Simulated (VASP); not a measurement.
NaCl:

```xyz
2
Lattice="0.0000 3.1265 3.1265 3.1265 0.0000 3.1265 3.1265 3.1265 0.0000" Properties=species:S:1:pos:R:3 pbc="T T T"
Na    0.0000    0.0000    0.0000
Cl    1.5632    1.5632    1.5632
```

```yaml
Program: VASP 6.6.1
Task: relaxation of cell and atoms
Functional: r2SCAN
Potentials_or_basis: VASP PAW PBE potentials, release 64 (Na_pv, Cl)
Cutoff: 600 eV
k_mesh: 6 × 6 × 6
Occupations: fermi-dirac, width 0.02 eV
Spin: no spin polarisation
```

At the start: pressure -0.7 GPa; volume 30.56 Å³/atom.

How do energy, volume and symmetry change on relaxing?

Over 5 steps the energy falls by 3.6 meV/atom and the volume is 29.24 Å³/atom (-4.3 %); space group F-43m (No. 216, to 0.1 Å) before and after.

Step by step:
```tsv
step	energy change (eV)	largest force (eV/Å)	pressure (GPa)	volume (Å³)
1	0.0000	0.0000	-0.74	61.12
2	-0.0048	0.0000	-0.43	59.88
3	-0.0065	0.0000	-0.22	59.14
4	-0.0066	0.0000	0.28	57.66
5	-0.0071	0.0000	-0.01	58.48
```

Final structure:
```
Na Cl
1.0
     0.00000    3.08083    3.08083
     3.08083    0.00000    3.08083
     3.08083    3.08083    0.00000
Na Cl
1 1
Cartesian
  0.0000 0.0000 0.0000
  1.5404 1.5404 1.5404
```

Caveat: the structure was generated, so it needn't be the stable form of NaCl; the PAW data sets were made with another functional, which shifts forces and pressure a little.
